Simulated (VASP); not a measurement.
Set up this calculation in VASP 6.6.1, as the native input.

```
Task                   : single point
Functional             : PBE
Potentials or basis    : VASP PAW PBE potentials, release 64 (I)
Cutoff                 : 520 eV
k mesh                 : 5 × 5 × 5
Occupations            : fermi-dirac, width 0.02 eV
Spin                   : no spin polarisation
Dipole correction      : no
Further INCAR settings : ALGO = Normal; EDIFF = 1e-06; NBANDS = 14
```

The structure of I lies in POSCAR:

```
I
1.0
    0.0000000000      3.4667398203      3.4667398203
    3.4667398203      0.0000000000      3.4667398203
    3.4667398203      3.4667398203      0.0000000000
I
2
Direct
    0.0000000000      0.0000000000      0.0000000000
    0.2500000000      0.2500000000      0.2500000000
```

These files were run (other wordings do the same):

INCAR

```
SYSTEM = I
  ALGO = Normal
  EDIFF = 1E-6
  ENCUT = 520
  GGA = PE
  ISIF = 2
  ISMEAR = -1
  LASPH = .TRUE.
  LCHARG = .TRUE.
  LELF = .TRUE.
  LREAL = .FALSE.
  LVHAR = .TRUE.
  LWAVE = .FALSE.
  NBANDS = 14
  NELM = 100
  PREC = Accurate
  SIGMA = 0.02
```

KPOINTS

```
k-points
0
G
  5 5 5
  0 0 0
```

Potentials or basis: VASP PAW PBE potentials, release 64 (I).

Run with:

```bash
$ cat potpaw_PBE.64/I/POTCAR > POTCAR
$ mpirun -np 1 vasp_std > vasp.out
```

Results of the run:

- Pressure: 9.9 GPa
- Band gap on the k mesh: zero (bands 7 and 8 overlap by 2.20 eV)

Caveat: the cell stands under pressure; spin-orbit coupling is left out, which moves the levels of the heavy elements.

Run time: 16 s on 1 thread of AMD EPYC 7R13, on a shared host, peak memory 0.17 GiB.
